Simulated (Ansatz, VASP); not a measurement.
# One calculation of CuAu, two programs

```xyz
2
Lattice="2.8000 0.0000 0.0000 0.0000 2.8000 0.0000 0.0000 0.0000 3.6700" Properties=species:S:1:pos:R:3 pbc="T T T"
Cu    1.4000    1.4000    1.8350
Au    0.0000    0.0000    0.0000
```

Alike in both runs: task single point; functional PBE; k mesh 13 × 13 × 10; occupations fermi-dirac, width 0.05 eV; no spin polarisation.

|  | VASP | Ansatz |
| --- | --- | --- |
| version | VASP 6.6.1 | Ansatz 0.2.0 |
| potentials or method | VASP PAW PBE potentials, release 64 (Cu, Au), cutoff 520 eV | all-electron LAPW, non-relativistic |

VASP gave:

| Item | Value |
| --- | --- |
| pressure (GPa) | 6.6 |
| traceless stress, the component that is largest in VASP (GPa) | 0.12 |

What did Ansatz give for the same quantities?

Pressure (GPa): 25.6; traceless stress, the component that is largest in VASP (GPa): -1.56.

One of these differences is far larger than is usual between the two programs; its cause wasn't traced. Ansatz ran all-electron here, and VASP with PAW potentials.

Spin-orbit coupling is off throughout.
